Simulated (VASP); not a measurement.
# CdS (Fm-3m) in VASP: notebook

The runs below take CdS through single point, with RPBE, PBE.

Everything below comes from runs of VASP 6.6.1. Logs are shortened: lines on timing, memory, paths and dates and some standing lists are left out, and cuts for length are marked.

## Step 1: The cell of the first run

The structure is cubic, space group Fm-3m (No. 225). The conventional cell has a = 5.506 Å, b = 5.506 Å, c = 5.506 Å, α = 90.00°, β = 90.00°, γ = 90.00°. Within 3.6 Å of Cd (site symmetry m-3m) lie 6 S at 2.75 Å. Within 3.6 Å of S (site symmetry m-3m) lie 6 Cd at 2.75 Å.

## Step 2: Single point, RPBE

Contents of INCAR:

```
SYSTEM = CdS
PREC     = Accurate       ! precision mode
ENCUT    = 500            ! plane-wave cutoff, eV
EDIFF    = 1E-6           ! SCF threshold, eV
ISMEAR   = 0              ! smearing method
SIGMA    = 0.1            ! smearing width, eV
LREAL    = .False.        ! projectors in reciprocal space
LASPH    = .True.         ! aspherical terms in the spheres
NELM     = 120            ! most SCF steps
ALGO     = Normal         ! electronic algorithm
ISIF     = 2              ! what is computed and relaxed
LWAVE    = .False.        ! write WAVECAR
LCHARG   = .True.         ! write CHGCAR
GGA      = RP             ! functional
LELF     = .True.         ! ELF
LVHAR    = .True.       
NBANDS   = 16             ! bands
GGA_COMPAT= .False.
```

Contents of KPOINTS:

```
Automatic mesh
0
Gamma
  4 4 4
  0 0 0
```

Contents of POSCAR:

```
CdS
1.0
    0.0000000000      2.7532440000      2.7532440000
    2.7532440000      0.0000000000      2.7532440000
    2.7532440000      2.7532440000      0.0000000000
Cd S
1 1
Direct
    0.0000000000      0.0000000000      0.0000000000
    0.5000000000      0.5000000000      0.5000000000
```

Potentials or basis: VASP PAW PBE potentials, release 64 (Cd, S).

Launch:

```console
> cat potpaw_PBE.64/Cd/POTCAR potpaw_PBE.64/S/POTCAR > POTCAR
> mpirun -np 1 vasp_std > vasp.out
```

OUTCAR:

```text
SYSTEM = CdS
   PREC = Accurate
   ENCUT = 500
   EDIFF = 1E-6
   ISMEAR = 0
   LREAL = .False.
   LASPH = .True.
   NELM = 120
   ISIF = 2
   GGA = RP

 ion  position               nearest neighbor table
   1  0.000  0.000  0.000-   2 2.75   2 2.75   2 2.75   2 2.75   2 2.75   2 2.75
   2  0.500  0.500  0.500-   1 2.75   1 2.75   1 2.75   1 2.75   1 2.75   1 2.75

  LATTYP: Found a face centered cubic cell.
 ALAT       =     5.5064880000

  Lattice vectors:

 A1 = (   0.0000000000,   2.7532440000,   2.7532440000)
 A2 = (   2.7532440000,   0.0000000000,   2.7532440000)
 A3 = (   2.7532440000,   2.7532440000,   0.0000000000)

Analysis of symmetry for initial positions (statically):
=====================================================================
 Subroutine PRICEL returns:
 Original cell was already a primitive cell.

 Routine SETGRP: Setting up the symmetry group for a
 face centered cubic supercell.

 Subroutine GETGRP returns: Found 48 space group operations
 (whereof 48 operations were pure point group operations)
 out of a pool of 48 trial point group operations.

The static configuration has the point symmetry O_h .

Analysis of symmetry for dynamics (positions and initial velocities):
=====================================================================
 Subroutine PRICEL returns:
 Original cell was already a primitive cell.

 Routine SETGRP: Setting up the symmetry group for a
 face centered cubic supercell.

 Subroutine GETGRP returns: Found 48 space group operations
 (whereof 48 operations were pure point group operations)
 out of a pool of 48 trial point group operations.

The dynamic configuration has the point symmetry O_h .

 Subroutine INISYM returns: Found 48 space group operations
 (whereof 48 operations are pure point group operations),
 and found     1 'primitive' translations

----------------------------------------------------------------------------------------

                                     Primitive cell

  volume of cell :      41.7411

  direct lattice vectors                    reciprocal lattice vectors
     0.000000000  2.753244000  2.753244000    -0.181603955  0.181603955  0.181603955
     2.753244000  0.000000000  2.753244000     0.181603955 -0.181603955  0.181603955
     2.753244000  2.753244000  0.000000000     0.181603955  0.181603955 -0.181603955

  length of vectors
     3.893675005  3.893675005  3.893675005     0.314547277  0.314547277  0.314547277

  position of ions in fractional coordinates (direct lattice)
     0.000000000  0.000000000  0.000000000
     0.500000000  0.500000000  0.500000000

  ion indices of the primitive-cell ions
   primitive index   ion index
                 1           1
                 2           2

----------------------------------------------------------------------------------------

 KPOINTS: Automatic mesh

Automatic generation of k-mesh.
 Grid dimensions read from file:
 generate k-points for:    4    4    4

 Generating k-lattice:

  Cartesian coordinates                     Fractional coordinates (reciprocal lattice)
    -0.045400989  0.045400989  0.045400989     0.250000000  0.000000000  0.000000000
     0.045400989 -0.045400989  0.045400989     0.000000000  0.250000000  0.000000000
     0.045400989  0.045400989 -0.045400989     0.000000000  0.000000000  0.250000000

  Length of vectors
     0.078636819  0.078636819  0.078636819

  Shift w.r.t. Gamma in fractional coordinates (k-lattice)
     0.000000000  0.000000000  0.000000000

 Subroutine IBZKPT returns following result:
 ===========================================

 Found      8 irreducible k-points:

 Following reciprocal coordinates:
            Coordinates               Weight
  0.000000  0.000000  0.000000      1.000000
  0.250000  0.000000  0.000000      8.000000
  0.500000  0.000000  0.000000      4.000000
  0.250000  0.250000  0.000000      6.000000
  0.500000  0.250000  0.000000     24.000000
 -0.250000  0.250000  0.000000     12.000000
  0.500000  0.500000  0.000000      3.000000
 -0.250000  0.500000  0.250000      6.000000
   k-points           NKPTS =      8   k-points in BZ     NKDIM =      8   number of bands    NBANDS=     16
   number of dos      NEDOS =    301   number of ions     NIONS =      2
   total plane-waves  NPLWV =  21952
   dimension x,y,z NGX =    28 NGY =   28 NGZ =   28
   dimension x,y,z NGXF=    56 NGYF=   56 NGZF=   56
   ions per type =               1   1
   NGX,Y,Z   is equivalent  to a cutoff of  11.95, 11.95, 11.95 a.u.
   NGXF,Y,Z  is equivalent  to a cutoff of  23.91, 23.91, 23.91 a.u.
 SYSTEM =  CdS
   PREC   = accura    normal or accurate (medium, high low for compatibility)
   ISTART =      0    job   : 0-new  1-cont  2-samecut
   ICHARG =      2    charge: 1-file 2-atom 10-const
   ISPIN  =      1    spin polarized calculation?
   LNONCOLLINEAR =      F non collinear calculations
   LSORBIT =      F    spin-orbit coupling
   LASPH  =      T    aspherical Exc in radial PAW
   ENCUT  =  500.0 eV  36.75 Ry    6.06 a.u.   7.10  7.10  7.10*2*pi/ulx,y,z
   NELM   =    120;   NELMIN=  2; NELMDL= -5     # of ELM steps
   EDIFF  = 0.1E-05   stopping-criterion for ELM
   LREAL  =      F    real-space projection
   EDIFFG = 0.1E-04   stopping-criterion for IOM
   NSW    =      0    number of steps for IOM
   IBRION =     -1    ionic relax: 0-MD 1-quasi-New 2-CG
   NFREE  =      0    steps in history (QN), initial steepest desc. (CG)
   ISIF   =      2    stress and relaxation
   ISYM   =      2    0-nonsym 1-usesym 2-fastsym
   POTIM  = 0.5000    time-step for ionic-motion
   TEBEG  =    0.0;   TEEND  =   0.0 temperature during run
   PSTRESS=    0.0 pullay stress
   NELECT =      18.0000    total number of electrons
   NUPDOWN=      -1.0000    fix difference up-down
   EMIN   =  10.00;   EMAX   =-10.00  energy-range for DOS
   EFERMI =   0.00;   METHOD = LEGACY
   ISMEAR =     0;   SIGMA  =   0.10  broadening in eV -4-tet -1-fermi 0-gaus
   EFERMI_NEDOS =   21; number of points for ismear=-14 and -15
   IALGO  =     38    algorithm
   IMIX   =      4    mixing-type and parameters
     AMIX     =   0.40;   BMIX     =  1.00
     AMIX_MAG =   1.60;   BMIX_MAG =  1.00
  volume/ion in A,a.u.               =      20.87       140.84
  Fermi-wavevector in a.u.,A,eV,Ry     =   1.236833  2.337275 20.813583  1.529755
  Thomas-Fermi vector in A             =   2.371425
   LORBIT       =      0    0 simple, 1 ext, 2 COOP (PROOUT), +10 PAW based schemes
   GGA     = RP    functional components
   LHFCALC =     F    Hartree Fock is set to
   AEXX    =    0.0000 exact exchange contribution
   IVDW    =     0    specifies the selected vdW correction
   LEPSILON=     F    determine dielectric tensor
   LRPA    =     F    only Hartree local field effects (RPA)
 non-spin polarized calculation
 Gauss-broadening in eV      SIGMA  =   0.10
  energy-cutoff  :      500.00
  volume of cell :       41.74
 maximum number of plane-waves:      1068
   NGX = 15   NGY = 15   NGZ = 15

 number of electron      17.9999990 magnetization

 Free energy of the ion-electron system (eV)
  ---------------------------------------------------
  ext. energy  EPLUGINS =         0.00000000
  ---------------------------------------------------
  free energy    TOTEN  =        -5.08844588 eV

  energy without entropy =       -5.08791160  energy(sigma->0) =       -5.08817874

 E-fermi :   3.0333     XC(G=0): -10.1330

 val. band max:        2.8539435711   @ k =   0.5000   0.0000   0.0000
 cond. band min:       3.1867662637   @ k =   0.5000   0.5000   0.0000
 fundamental gap:      0.3328226926
 Fermi energy:         3.0332642507

 k-point     1 :       0.0000    0.0000    0.0000
  band No.  band energies     occupation
      1      -9.7783      2.00000
      2      -4.7803      2.00000
      3      -4.7803      2.00000
      4      -4.7803      2.00000
      5      -4.7764      2.00000
      6      -4.7764      2.00000
      7       2.1692      2.00000
      8       2.1692      2.00000
      9       2.1692      2.00000
     10       3.8060      0.00000
     11      12.0840      0.00000
     12      12.0840      0.00000
     13      12.0840      0.00000
     14      14.2757      0.00000
     15      14.2757      0.00000
     16      14.3349      0.00000

 k-point     2 :       0.2500    0.0000    0.0000
  band No.  band energies     occupation
      1      -9.3055      2.00000
      2      -4.9217      2.00000
      3      -4.9217      2.00000
      4      -4.8406      2.00000
      5      -4.6859      2.00000
      6      -4.6859      2.00000
      7      -0.4254      2.00000
      8       2.4870      2.00000
      9       2.4870      2.00000
     10       6.2056      0.00000
     11       9.7330      0.00000
     12      10.3634      0.00000
     13      10.3634      0.00000
     14      13.6755      0.00000
     15      13.6755      0.00000
     16      13.7715      0.00000

 k-point     3 :       0.5000    0.0000    0.0000
  band No.  band energies     occupation
      1      -8.6957      2.00000
      2      -5.0582      2.00000
      3      -5.0582      2.00000
      4      -4.9966      2.00000
      5      -4.5895      2.00000
      6      -4.5895      2.00000
      7      -1.8726      2.00000
      8       2.8539      1.98879
      9       2.8539      1.98879
     10       6.4890      0.00000
     11       8.8304      0.00000
     12       8.8304      0.00000
     13       9.5964      0.00000
     14      15.1862      0.00000
     15      15.8040      0.00000
     16      15.8040      0.00000

 k-point     4 :       0.2500    0.2500    0.0000
  band No.  band energies     occupation
      1      -9.2499      2.00000
      2      -4.8924      2.00000
      3      -4.8517      2.00000
      4      -4.7256      2.00000
      5      -4.6754      2.00000
      6      -4.6754      2.00000
      7       0.2373      2.00000
      8       1.5283      2.00000
      9       1.5283      2.00000
     10       5.9267      0.00000
     11       9.4806      0.00000
     12       9.9085      0.00000
     13      12.1298      0.00000
     14      12.1298      0.00000
     15      15.7634      0.00000
     16      17.4544      0.00000

 k-point     5 :       0.5000    0.2500    0.0000
  band No.  band energies     occupation
      1      -8.8228      2.00000
      2      -4.8767      2.00000
      3      -4.8736      2.00000
      4      -4.7370      2.00000
      5      -4.5674      2.00000
      6      -4.4561      2.00000
      7      -1.2338      2.00000
      8       0.9330      2.00000
      9       1.7088      2.00000
     10       5.5350      0.00000
     11       9.1070      0.00000
     12      10.8963      0.00000
     13      11.0554      0.00000
     14      13.8007      0.00000
     15      16.3864      0.00000
     16      17.7018      0.00000

 k-point     6 :      -0.2500    0.2500    0.0000
  band No.  band energies     occupation
      1      -8.8703      2.00000
      2      -5.0006      2.00000
      3      -4.9422      2.00000
      4      -4.7976      2.00000
      5      -4.6442      2.00000
      6      -4.5165      2.00000
      7      -0.9387      2.00000
      8       0.6395      2.00000
      9       2.7211      1.99999
     10       7.3390      0.00000
     11       8.3143      0.00000
     12       9.6730      0.00000
     13      10.1978      0.00000
     14      13.6938      0.00000
     15      16.4703      0.00000
     16      17.1892      0.00000

 k-point     7 :       0.5000    0.5000    0.0000
  band No.  band energies     occupation
      1      -8.9280      2.00000
      2      -4.9233      2.00000
      3      -4.6744      2.00000
      4      -4.5289      2.00000
      5      -4.5289      2.00000
      6      -3.8677      2.00000
      7      -1.2149      2.00000
      8       0.8198      2.00000
      9       0.8198      2.00000
     10       3.1868      0.02994
     11       8.9708      0.00000
     12      12.7171      0.00000
     13      14.0933      0.00000
     14      14.0933      0.00000
     15      17.1498      0.00000
     16      17.4190      0.00000

 k-point     8 :      -0.2500    0.5000    0.2500
  band No.  band energies     occupation
      1      -8.7816      2.00000
      2      -4.9026      2.00000
      3      -4.7728      2.00000
      4      -4.7728      2.00000
      5      -4.5288      2.00000
      6      -4.0467      2.00000
      7      -0.2226      2.00000
      8      -0.2226      2.00000
      9       0.1029      2.00000
     10       6.2555      0.00000
     11       9.6228      0.00000
     12      10.5772      0.00000
     13      10.5772      0.00000
     14      15.7860      0.00000
     15      15.7860      0.00000
     16      17.4080      0.00000

------------------------ aborting loop because EDIFF is reached ----------------------------------------

  FORCE on cell =-STRESS in cart. coord.  units (eV):
  Direction    XX          YY          ZZ          XY          YZ          ZX
  --------------------------------------------------------------------------------------
  -------------------------------------------------------------------------------------
  Total        0.7359354      0.7359354      0.7359354      0.0000000     -0.0000000      0.0000000
  in kB       28.2478987     28.2478987     28.2478987      0.0000000     -0.0000000      0.0000000
  external PRESSURE =      28.2478987 kB  Pullay stress =       0.0000000 kB

 VOLUME and BASIS-vectors are now :
 -----------------------------------------------------------------------------
  energy-cutoff  :      500.00
  volume of cell :       41.74
      direct lattice vectors                 reciprocal lattice vectors
     0.000000000  2.753244000  2.753244000    -0.181603955  0.181603955  0.181603955
     2.753244000  0.000000000  2.753244000     0.181603955 -0.181603955  0.181603955
     2.753244000  2.753244000  0.000000000     0.181603955  0.181603955 -0.181603955

 POSITION                                       TOTAL-FORCE (eV/Angst)
 -----------------------------------------------------------------------------------
      0.00000      0.00000      0.00000         0.000000      0.000000     -0.000000
      2.75324      2.75324      2.75324         0.000000      0.000000      0.000000
 -----------------------------------------------------------------------------------
    total drift:                                0.000000      0.000000      0.000000

  FREE ENERGIE OF THE ION-ELECTRON SYSTEM (eV)
  ---------------------------------------------------
  free  energy   TOTEN  =        -5.0884458751 eV

  energy  without entropy=       -5.0879115958  energy(sigma->0) =       -5.08817874
```

Wall time 4.8 s (1 thread of Intel Xeon 6975P-C (Granite Rapids), shared host); peak memory 0.15 GiB.

Results:

```yaml
Free_energy: -5.0884 eV
Pressure: 2.8 GPa
Band_gap_on_the_k_mesh: 0.33 eV, indirect (least direct gap 1.64 eV)
```

Levels at points of the mesh, in eV from the valence-band top:
| k point | band 6 | band 7 | band 8 | band 9 | band 10 | band 11 | band 12 | band 13 |
| --- | --- | --- | --- | --- | --- | --- | --- | --- |
| (0.00, 0.00, 0.00) | -7.63 | -0.68 | -0.68 | -0.68 | 0.95 | 9.23 | 9.23 | 9.23 |
| (0.50, 0.00, 0.00) | -7.44 | -4.73 | 0.00 | 0.00 | 3.64 | 5.98 | 5.98 | 6.74 |
| (0.50, 0.50, 0.00) | -6.72 | -4.07 | -2.03 | -2.03 | 0.33 | 6.12 | 9.86 | 11.24 |

Caveat: the k points lie up to 0.49 Å⁻¹ apart; the PAW data sets were made with another functional, which shifts forces and pressure a little. A k mesh can miss the band edges.

## Step 3: Single point, PBE

Contents of INCAR:

```
SYSTEM = CdS
  PREC = Accurate
  ENCUT = 500
  EDIFF = 1E-6
  ISMEAR = -5
  SIGMA = 0.1
  LREAL = .FALSE.
  LASPH = .TRUE.
  NELM = 120
  ALGO = Normal
  ISIF = 2
  LWAVE = .FALSE.
  LCHARG = .TRUE.
  GGA = PE
  LELF = .TRUE.
  LVHAR = .TRUE.
  NBANDS = 16
  ISYM = 0
  GGA_COMPAT = .FALSE.
```

Contents of KPOINTS:

```
Automatic mesh
0
Gamma
  1 3 5
  0.5 0.5 0
```

POSCAR is that of step 2.

Potentials or basis: VASP PAW PBE potentials, release 64 (Cd, S).

Launch:

```console
> cat potpaw_PBE.64/Cd/POTCAR potpaw_PBE.64/S/POTCAR > POTCAR
> mpirun -np 1 vasp_std > vasp.out
```

It took 5.3 s on 1 thread of Intel Xeon 6975P-C (Granite Rapids), shared host; peak memory 0.15 GiB.

The run converged, but its numbers aren't listed here, since they failed a check.

Caveat: the k points lie up to 1.98 Å⁻¹ apart.

(Continued in part 2 of 2.)
